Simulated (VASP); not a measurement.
# Zn5O (P4/mmm) in VASP: further runs

The runs below take Zn5O through single point, relaxation of cell and atoms, with PBE.

Program: VASP 6.6.1. These are calculated values, not measurements. Logs are shortened: lines on timing, memory, paths and dates and some standing lists are left out, and cuts for length are marked.

### Step 1. The cell of the first run

Symmetry: P4/mmm, No. 123, tetragonal system. The conventional cell has a = 6.102 Å, b = 6.102 Å, c = 2.834 Å, α = 90.00°, β = 90.00°, γ = 90.00°. Within 3.1 Å of Zn (site symmetry m2m) lie 2 O at 2.37 Å and 5 Zn at 2.42 to 2.83 Å. Zn (site symmetry 4/mmm) has 6 Zn at 2.42 to 2.83 Å within 3.2 Å. Within 3.1 Å of O (site symmetry 4/mmm) lie 8 Zn at 2.37 Å and 2 O at 2.83 Å.

The cell was built from a structure type or drawn by symmetry, and may not be a known phase.

### Step 2. Single point, PBE

INCAR

```
SYSTEM = Zn5O
PREC = Accurate
ENCUT = 520
EDIFF = 1E-6
ISMEAR = 0
SIGMA = 0.1
LREAL = .False.
LASPH = .True.
NELM = 60
ALGO = Normal
ISIF = 2
LWAVE = .False.
LCHARG = .False.
GGA = PE
NBANDS = 42
```

KPOINTS

```
regular mesh
0
Gamma
  4 4 6
  0 0 0
```

POSCAR

```
Zn5O
1.0
    6.1022624373      0.0000000000      0.0000000000
    0.0000000000      6.1022624373      0.0000000000
    0.0000000000      0.0000000000      2.8341615415
Zn O
5 1
Direct
    0.2804882063      0.2804882063      0.5000000000
    0.7195117937      0.7195117937      0.5000000000
    0.2804882063      0.7195117937      0.5000000000
    0.7195117937      0.2804882063      0.5000000000
    0.0000000000      0.0000000000      0.5000000000
    0.5000000000      0.5000000000      0.0000000000
```

Potentials or basis: VASP PAW PBE potentials, release 64 (Zn, O).

Command:

```console
cat potpaw_PBE.64/Zn/POTCAR potpaw_PBE.64/O/POTCAR > POTCAR
mpirun -np 1 vasp_std > vasp.out
```

OUTCAR:

```text
SYSTEM = Zn5O
   PREC = Accurate
   ENCUT = 520
   EDIFF = 1E-6
   ISMEAR = 0
   LREAL = .False.
   LASPH = .True.
   NELM = 60
   ISIF = 2
   GGA = PE

 ion  position               nearest neighbor table
   1  0.280  0.280  0.500-   6 2.37   6 2.37   5 2.42   4 2.68   3 2.68
   2  0.720  0.720  0.500-   6 2.37   6 2.37   5 2.42   4 2.68   3 2.68
   3  0.280  0.720  0.500-   6 2.37   6 2.37   5 2.42   2 2.68   1 2.68
   4  0.720  0.280  0.500-   6 2.37   6 2.37   5 2.42   2 2.68   1 2.68
   5  0.000  0.000  0.500-   1 2.42   2 2.42   3 2.42   4 2.42
   6  0.500  0.500  0.000-   1 2.37   2 2.37   3 2.37   4 2.37   1 2.37   2 2.37   3 2.37   4 2.37

  LATTYP: Found a simple tetragonal cell.
 ALAT       =     6.1022624373
 C/A-ratio  =     0.4644443877

  Lattice vectors:

 A1 = (   6.1022624373,   0.0000000000,   0.0000000000)
 A2 = (   0.0000000000,   6.1022624373,   0.0000000000)
 A3 = (   0.0000000000,   0.0000000000,   2.8341615415)

Analysis of symmetry for initial positions (statically):
=====================================================================
 Subroutine PRICEL returns:
 Original cell was already a primitive cell.

 Routine SETGRP: Setting up the symmetry group for a
 simple tetragonal supercell.

 Subroutine GETGRP returns: Found 16 space group operations
 (whereof 16 operations were pure point group operations)
 out of a pool of 16 trial point group operations.

The static configuration has the point symmetry D_4h.

Analysis of symmetry for dynamics (positions and initial velocities):
=====================================================================
 Subroutine PRICEL returns:
 Original cell was already a primitive cell.

 Routine SETGRP: Setting up the symmetry group for a
 simple tetragonal supercell.

 Subroutine GETGRP returns: Found 16 space group operations
 (whereof 16 operations were pure point group operations)
 out of a pool of 16 trial point group operations.

The dynamic configuration has the point symmetry D_4h.

 Subroutine INISYM returns: Found 16 space group operations
 (whereof 16 operations are pure point group operations),
 and found     1 'primitive' translations

----------------------------------------------------------------------------------------

                                     Primitive cell

  volume of cell :     105.5374

  direct lattice vectors                    reciprocal lattice vectors
     6.102262437  0.000000000  0.000000000     0.163873647  0.000000000  0.000000000
     0.000000000  6.102262437  0.000000000     0.000000000  0.163873647  0.000000000
     0.000000000  0.000000000  2.834161541     0.000000000  0.000000000  0.352838039

  length of vectors
     6.102262437  6.102262437  2.834161541     0.163873647  0.163873647  0.352838039

  position of ions in fractional coordinates (direct lattice)
     0.280488206  0.280488206  0.500000000
     0.719511794  0.719511794  0.500000000
     0.280488206  0.719511794  0.500000000
     0.719511794  0.280488206  0.500000000
     0.000000000  0.000000000  0.500000000
     0.500000000  0.500000000  0.000000000

  ion indices of the primitive-cell ions
   primitive index   ion index
                 1           1
                 2           2
                 3           3
                 4           4
                 5           5
                 6           6

----------------------------------------------------------------------------------------

 KPOINTS: regular mesh

Automatic generation of k-mesh.
 Grid dimensions read from file:
 generate k-points for:    4    4    6

 Generating k-lattice:

  Cartesian coordinates                     Fractional coordinates (reciprocal lattice)
     0.040968412  0.000000000  0.000000000     0.250000000  0.000000000  0.000000000
     0.000000000  0.040968412  0.000000000     0.000000000  0.250000000  0.000000000
     0.000000000  0.000000000  0.058806340     0.000000000  0.000000000  0.166666667

  Length of vectors
     0.040968412  0.040968412  0.058806340

  Shift w.r.t. Gamma in fractional coordinates (k-lattice)
[... 48 lines left out ...]

 E-fermi :   1.7650     XC(G=0): -10.1924

 val. band max:        1.7539933011   @ k =   0.0000   0.0000   0.1667
 cond. band min:       1.7678756637   @ k =   0.5000   0.0000   0.1667
 fundamental gap:      0.0138823626
 Fermi energy:         1.7650236651

 k-point     1 :       0.0000    0.0000    0.0000
  band No.  band energies     occupation
      1     -17.2945      2.00000
      2      -6.3531      2.00000
      3      -6.2742      2.00000
      4      -6.2581      2.00000
      5      -6.2581      2.00000
      6      -6.2376      2.00000
[... 34 lines left out ...]
     41      11.7770      0.00000
     42      11.9646      0.00000

 k-point     2 :       0.2500    0.0000    0.0000
  band No.  band energies     occupation
      1     -17.2936      2.00000
      2      -6.5872      2.00000
      3      -6.3826      2.00000
      4      -6.2139      2.00000
      5      -6.1683      2.00000
      6      -6.1118      2.00000
[... 34 lines left out ...]
     41      10.9164      0.00000
     42      11.9989      0.00000

 k-point     3 :       0.5000    0.0000    0.0000
  band No.  band energies     occupation
      1     -17.2926      2.00000
      2      -6.7030      2.00000
      3      -6.4223      2.00000
      4      -6.1804      2.00000
      5      -6.0751      2.00000
      6      -6.0470      2.00000
[... 34 lines left out ...]
     41      10.3376      0.00000
     42      10.5017      0.00000

 k-point     4 :       0.2500    0.2500    0.0000
  band No.  band energies     occupation
      1     -17.2927      2.00000
      2      -6.5658      2.00000
      3      -6.3064      2.00000
      4      -6.2686      2.00000
      5      -6.1689      2.00000
      6      -6.0819      2.00000
[... 844 lines left out ...]
     41       6.2736      0.00000
     42       8.3606      0.00000

 k-point    23 :       0.5000    0.2500    0.5000
  band No.  band energies     occupation
      1     -16.6388      2.00000
      2      -6.7179      2.00000
      3      -6.1626      2.00000
      4      -6.1526      2.00000
      5      -6.1089      2.00000
      6      -5.9951      2.00000
[... 34 lines left out ...]
     41       6.7015      0.00000
     42       8.5613      0.00000

 k-point    24 :       0.5000    0.5000    0.5000
  band No.  band energies     occupation
      1     -16.6386      2.00000
      2      -6.7896      2.00000
      3      -6.1898      2.00000
      4      -6.1898      2.00000
      5      -6.0444      2.00000
      6      -5.9049      2.00000
[... 34 lines left out ...]
     41       6.9955      0.00000
     42       8.9603      0.00000

------------------------ aborting loop because EDIFF is reached ----------------------------------------

  FORCE on cell =-STRESS in cart. coord.  units (eV):
  Direction    XX          YY          ZZ          XY          YZ          ZX
  --------------------------------------------------------------------------------------
  -------------------------------------------------------------------------------------
  Total        0.1658025      0.1658025      0.1107955      0.0000000      0.0000000      0.0000000
  in kB        2.5170700      2.5170700      1.6820011      0.0000000      0.0000000      0.0000000
  external PRESSURE =       2.2387137 kB  Pullay stress =       0.0000000 kB

 VOLUME and BASIS-vectors are now :
 -----------------------------------------------------------------------------
  energy-cutoff  :      520.00
  volume of cell :      105.54
      direct lattice vectors                 reciprocal lattice vectors
     6.102262437  0.000000000  0.000000000     0.163873647  0.000000000  0.000000000
     0.000000000  6.102262437  0.000000000     0.000000000  0.163873647  0.000000000
     0.000000000  0.000000000  2.834161541     0.000000000  0.000000000  0.352838039

 POSITION                                       TOTAL-FORCE (eV/Angst)
 -----------------------------------------------------------------------------------
      1.71161      1.71161      1.41708        -0.001512     -0.001512      0.000000
      4.39065      4.39065      1.41708         0.001512      0.001512      0.000000
      1.71161      4.39065      1.41708        -0.001512      0.001512     -0.000000
      4.39065      1.71161      1.41708         0.001512     -0.001512      0.000000
      0.00000      0.00000      1.41708         0.000000      0.000000      0.000000
      3.05113      3.05113      0.00000         0.000000      0.000000      0.000000
 -----------------------------------------------------------------------------------
    total drift:                                0.000000      0.000000     -0.000000

  FREE ENERGIE OF THE ION-ELECTRON SYSTEM (eV)
  ---------------------------------------------------
  free  energy   TOTEN  =       -10.0338574231 eV

  energy  without entropy=      -10.0205925285  energy(sigma->0) =      -10.02722498
```

Wall time 3.1 min (1 thread of Intel Xeon 8259CL, shared host); peak memory 0.27 GiB.

What came out:

| Quantity | Value |
| --- | --- |
| Free energy | -10.0339 eV |
| Pressure | 0.2 GPa |
| Band gap on the k mesh | zero (bands 33 and 34 overlap by 2.32 eV) |

Forces on the atoms (eV/Å):
```
Zn  -0.002 -0.002  0.000
Zn   0.002  0.002  0.000
Zn  -0.002  0.002  0.000
Zn   0.002 -0.002  0.000
Zn   0.000  0.000  0.000
O    0.000  0.000  0.000
```

Caveat: the k points lie up to 0.37 Å⁻¹ apart, too coarse for converged energies and pressures of a metal.

### Step 3. Single point, PBE

This run uses another cell than the first one, of 16.46 Å³/atom.

INCAR

```
SYSTEM = Zn5O
  ALGO = Normal
  EDIFF = 1E-7
  ENCUT = 520
  GGA = PE
  ISIF = 2
  ISMEAR = 0
  LASPH = .True.
  LCHARG = .False.
  LREAL = .False.
  LWAVE = .False.
  NBANDS = 42
  NELM = 100
  PREC = Accurate
  SIGMA = 0.1
```

KPOINTS

```
k-points
0
Gamma
  4 4 4
  0 0 0
```

POSCAR

```
Zn5O
1.0
    5.0262401300      0.0000000000      0.0000000000
    0.0000000000      5.0262401300      0.0000000000
    0.0000000000      0.0000000000      3.9093016500
Zn O
5 1
Direct
    0.2803080000      0.2803080000      0.5000000000
    0.7196920000      0.7196920000      0.5000000000
    0.2803080000      0.7196920000      0.5000000000
    0.7196920000      0.2803080000      0.5000000000
    0.0000000000      0.0000000000      0.5000000000
    0.5000000000      0.5000000000      0.0000000000
```

Potentials or basis: VASP PAW PBE potentials, release 64 (Zn, O).

Command:

```console
cat potpaw_PBE.64/Zn/POTCAR potpaw_PBE.64/O/POTCAR > POTCAR
mpirun -np 1 vasp_std > vasp.out
```

Run time: 2.6 min. Hardware: 1 thread of Intel Xeon 8259CL, shared host; peak memory 0.24 GiB.

The run converged. Its results:

```yaml
Free_energy: -4.4993 eV
Pressure: 31.6 GPa
Largest_force: 2.634 eV/Å
Band_gap_on_the_k_mesh: zero (bands 33 and 34 overlap by 1.15 eV)
```

Forces in eV/Å, atoms in the order of the input:
```
Zn   1.863  1.863  0.000
Zn  -1.863 -1.863  0.000
Zn   1.863 -1.863  0.000
Zn  -1.863  1.863  0.000
Zn   0.000  0.000  0.000
O    0.000  0.000  0.000
```

Stress tensor (GPa, compression positive):
```
51.62  0.00  0.00
 0.00 51.62  0.00
 0.00  0.00 -8.56
```

Levels at points of the mesh, in eV from the Fermi level:
```
           k point  band 29  band 30  band 31  band 32  band 33  band 34  band 35  band 36  band 37  band 38
(0.00, 0.00, 0.00)    -3.73    -3.50    -2.97    -1.50    -0.98    -0.98     2.57     3.21     3.21     5.14
(0.50, 0.00, 0.00)    -3.40    -3.25    -2.84    -1.59    -0.94     0.61     1.84     2.63     4.04     5.60
(0.50, 0.50, 0.00)    -5.85    -4.32    -3.21    -1.55    -1.55     3.72     5.40     5.40     5.45     5.45
(0.00, 0.00, 0.50)    -2.89    -2.89    -1.83    -1.52    -1.52    -0.82     1.04     2.40     2.40     4.94
(0.50, 0.00, 0.50)    -3.48    -2.83    -2.59    -0.85     0.07     0.16     0.38     1.17     1.81     4.85
(0.50, 0.50, 0.50)    -4.69    -4.69    -3.07    -3.07    -0.22     0.56     3.22     3.22     3.70     5.34
```

Caveat: the k points lie up to 0.40 Å⁻¹ apart, too coarse for converged energies and pressures of a metal; forces of over 1 eV/Å act on the atoms, so gaps and moduli don't describe the material at rest.

### Step 4. Single point, PBE

This run uses another cell than the first one, of 17.63 Å³/atom.

INCAR

```
PREC = Accurate ; ENCUT = 520
EDIFF = 1E-6 ; ISMEAR = 0
SIGMA = 0.1 ; LREAL = F
LASPH = T ; NELM = 80
ALGO = Normal ; ISIF = 2
LWAVE = F ; LCHARG = F
GGA = PE ; NBANDS = 42
```

KPOINTS

```
Automatic mesh
0
Gamma
  4 4 4
```

POSCAR

```
Zn5O
1.0
    5.9941773622      0.0000000000      0.0000000000
    0.0000000000      5.9941773622      0.0000000000
    0.0000000000      0.0000000000      2.9448749098
Zn O
5 1
Direct
    0.2806373505      0.2806373505      0.5000000000
    0.7193626495      0.7193626495      0.5000000000
    0.2806373505      0.7193626495      0.5000000000
    0.7193626495      0.2806373505      0.5000000000
    0.0000000000      0.0000000000      0.5000000000
    0.5000000000      0.5000000000      0.0000000000
```

Command:

```console
cat potpaw_PBE.64/Zn/POTCAR potpaw_PBE.64/O/POTCAR > POTCAR
mpirun -np 1 vasp_std > vasp.out
```

Wall time 2.4 min (1 thread of Intel Xeon 8259CL, shared host); peak memory 0.25 GiB.

It converged, with:

| Item | Value |
| --- | --- |
| Free energy | -10.0626 eV |
| Pressure | 0.2 GPa |
| Largest force | 0.004 eV/Å |
| Band gap on the k mesh | zero (bands 33 and 34 overlap by 2.07 eV) |

Forces in eV/Å, atoms in the order of the input:
```
Zn   0.003  0.003  0.000
Zn  -0.003 -0.003  0.000
Zn   0.003 -0.003  0.000
Zn  -0.003  0.003  0.000
Zn   0.000  0.000  0.000
O    0.000  0.000  0.000
```

Stress tensor (GPa, compression positive):
```
0.24 0.00 0.00
0.00 0.24 0.00
0.00 0.00 0.10
```

Levels at points of the mesh, in eV from the Fermi level:
```csv
k point,band 31,band 32,band 33,band 34,band 35,band 36
"(0.00, 0.00, 0.00)",-2.48,-2.48,-2.11,-1.75,0.19,2.43
"(0.50, 0.00, 0.00)",-3.13,-2.69,-0.26,0.02,0.22,1.92
"(0.50, 0.50, 0.00)",-2.72,-2.72,-2.69,2.34,2.71,3.16
"(0.00, 0.00, 0.50)",-1.73,-0.60,-0.60,1.27,2.61,2.61
"(0.50, 0.00, 0.50)",-1.17,-0.49,0.21,0.36,0.42,0.91
"(0.50, 0.50, 0.50)",-2.05,-2.05,-0.86,1.49,1.56,2.11
```

Caveat: the k points lie up to 0.53 Å⁻¹ apart, too coarse for converged energies and pressures of a metal.

### Step 5. Relaxation of cell and atoms, PBE

This run uses another cell than the first one, of 17.63 Å³/atom.

INCAR

```
SYSTEM = Zn5O
PREC = Accurate ; ENCUT = 600
EDIFF = 1E-6 ; ISMEAR = 0
SIGMA = 0.1 ; LREAL = .FALSE.
LASPH = .TRUE. ; NELM = 100
ALGO = Normal ; ISIF = 3
LWAVE = .FALSE. ; LCHARG = .FALSE.
GGA = PE ; IBRION = 2
NSW = 90 ; EDIFFG = -0.04
```

KPOINTS

```
Automatic mesh
0
G
  4 4 6
  0 0 0
```

POSCAR is that of step 4.

Command:

```console
cat potpaw_PBE.64/Zn/POTCAR potpaw_PBE.64/O/POTCAR > POTCAR
mpirun -np 1 vasp_std > vasp.out
```

Run time: 15 min. Hardware: 1 thread of Intel Xeon 8259CL, shared host; peak memory 0.29 GiB.

It converged, with:

```
Free energy                           : -10.0347 eV
Relaxed volume                        : 17.67 Å³/atom
Relaxed cell                          : a = 6.114 Å, b = 6.114 Å, c = 2.836 Å, α = 90.00°, β = 90.00°, γ = 90.00°
Space group after relaxing (to 0.1 Å) : P4/mmm (No. 123)
Energy gained by relaxing             : 7.7 meV/atom
Ionic steps                           : 8
Pressure after relaxing               : 0.0 GPa
Largest force after relaxing          : 0.028 eV/Å
Band gap on the k mesh                : zero (bands 33 and 34 overlap by 2.31 eV)
```

Forces on the atoms (eV/Å):
```
Zn  -0.020 -0.020  0.000
Zn   0.020  0.020  0.000
Zn  -0.020  0.020  0.000
Zn   0.020 -0.020  0.000
Zn   0.000  0.000  0.000
O    0.000  0.000  0.000
```

Step by step:
```
step  energy change (eV)  largest force (eV/Å)  pressure (GPa)  volume (Å³)
   1              0.0000                0.0748            0.54       105.81
   2             -0.0233                0.0288           -0.11       106.72
   3             -0.0361                0.0353           -0.78       107.77
   4             -0.0365                0.0484           -0.94       107.97
   5             -0.0445                0.0932           -0.16       106.37
   6             -0.0445                0.1011            0.01       106.09
   7             -0.0446                0.0979           -0.02       106.20
   8             -0.0462                0.0280            0.01       106.01
```

Final structure:
```
Zn O
1.0
     6.11364    0.00000    0.00000
     0.00000    6.11364    0.00000
     0.00000    0.00000    2.83625
Zn O
5 1
Direct
  0.28080 0.28080 0.50000
  0.71920 0.71920 0.50000
  0.28080 0.71920 0.50000
  0.71920 0.28080 0.50000
  0.00000 0.00000 0.50000
  0.50000 0.50000 0.00000
```

Levels at points of the mesh, in eV from the Fermi level:
```
           k point  band 30  band 31  band 32  band 33  band 34  band 35  band 36  band 37
(0.00, 0.00, 0.00)    -2.77    -2.77    -2.51    -2.34    -1.93    -0.41     2.17     2.17
(0.50, 0.00, 0.00)    -5.09    -3.46    -2.50    -0.46    -0.20    -0.14     1.61     3.25
(0.50, 0.50, 0.00)    -3.90    -2.95    -2.95    -2.50     1.89     1.94     2.77     2.77
(0.00, 0.00, 0.50)    -2.99    -1.83    -0.39    -0.39     1.52     2.66     2.66     2.71
(0.50, 0.00, 0.50)    -3.04    -0.93    -0.66     0.19     0.41     0.56     1.06     2.20
(0.50, 0.50, 0.50)    -2.56    -1.71    -1.71    -1.04     1.24     1.58     1.94     1.94
```

### Step 6. Overview

| task | cell | k mesh | cutoff (eV) | gap on the mesh (eV) | pressure (GPa) | largest force (eV/Å) |
| --- | --- | --- | --- | --- | --- | --- |
| single point | a = 6.102, b = 6.102, c = 2.834 Å, 6 atoms | 4 × 4 × 6 | 520 | none | 0.2 | - |
| single point | a = 5.026, b = 5.026, c = 3.909 Å, 6 atoms | 4 × 4 × 4 | 520 | none | 31.6 | 2.63 |
| single point | a = 5.994, b = 5.994, c = 2.945 Å, 6 atoms | 4 × 4 × 4 | 520 | none | 0.2 | - |
| relaxation of cell and atoms | relaxed from a = 5.994, b = 5.994, c = 2.945 Å, 6 atoms | 4 × 4 × 6 | 600 | none | 0.0 | 0.03 |

Alike in all rows: level PBE; potentials or basis VASP PAW PBE potentials, release 64 (Zn, O); no spin polarisation; smearing gaussian 0.1 eV.

Caveats: some runs use coarse meshes; forces of over 1 eV/Å act on the atoms, so gaps and moduli don't describe the material at rest (at least some runs).

Total energies depend on the potentials used, so only differences within one code and one set of settings carry meaning.
